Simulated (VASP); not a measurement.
Set up this calculation in VASP 6.6.1, as the native input.

* Task: single point
* Functional: PBE
* Potentials or basis: VASP PAW PBE potentials, release 64 (Zn, O)
* Cutoff: 520 eV
* k mesh: 3 × 3 × 6
* Occupations: gaussian, width 0.2 eV
* Spin: no spin polarisation
* Dipole correction: no
* Further INCAR settings: ALGO = Normal; EDIFF = 1e-06; NBANDS = 52

The structure of Zn3O lies in POSCAR:

```
Zn3O
1.0
    7.0999793036      0.0000000000      0.0000000000
   -3.5499896518      6.1487624433      0.0000000000
    0.0000000000      0.0000000000      2.6697048707
Zn O
6 2
Direct
    0.1910465288      0.3820930575      0.2500000000
    0.6179069425      0.8089534712      0.2500000000
    0.1910465288      0.8089534712      0.2500000000
    0.8089534712      0.6179069425      0.7500000000
    0.3820930575      0.1910465288      0.7500000000
    0.8089534712      0.1910465288      0.7500000000
    0.3333333333      0.6666666667      0.7500000000
    0.6666666667      0.3333333333      0.2500000000
```

One way to write it, as run:

INCAR

```
SYSTEM = Zn3O
PREC     = Accurate       ! precision mode
ENCUT    = 520            ! plane-wave cutoff, eV
EDIFF    = 1E-6           ! SCF threshold, eV
ISMEAR   = 0              ! smearing method
SIGMA    = 0.2            ! smearing width, eV
LREAL    = .False.        ! projectors in reciprocal space
LASPH    = .True.         ! aspherical terms in the spheres
NELM     = 80             ! most SCF steps
ALGO     = Normal         ! electronic algorithm
ISIF     = 2              ! what is computed and relaxed
LWAVE    = .False.        ! write WAVECAR
LCHARG   = .False.        ! write CHGCAR
GGA      = PE             ! functional
NBANDS   = 52             ! bands
```

KPOINTS

```
Automatic mesh
0
Gamma
  3 3 6
  0 0 0
```

Potentials or basis: VASP PAW PBE potentials, release 64 (Zn, O).

The run is started by

```bash
$ cat potpaw_PBE.64/Zn/POTCAR potpaw_PBE.64/O/POTCAR > POTCAR
$ mpirun -np 1 vasp_std > vasp.out
```

It gave:

The pressure is 0.1 GPa. The largest force is 0.034 eV/Å and the band gap on the k mesh is zero (band 42 reaches 3.38 eV, above the bottom of band 43 at 0.68 eV).

Caveat: the k points lie up to 0.39 Å⁻¹ apart.

It took 85 s on 1 thread of Intel(R) Xeon(R) Platinum 8259CL CPU @ 2.50GHz (Skylake/Cascade Lake) (shared host), peak memory 0.25 GiB.
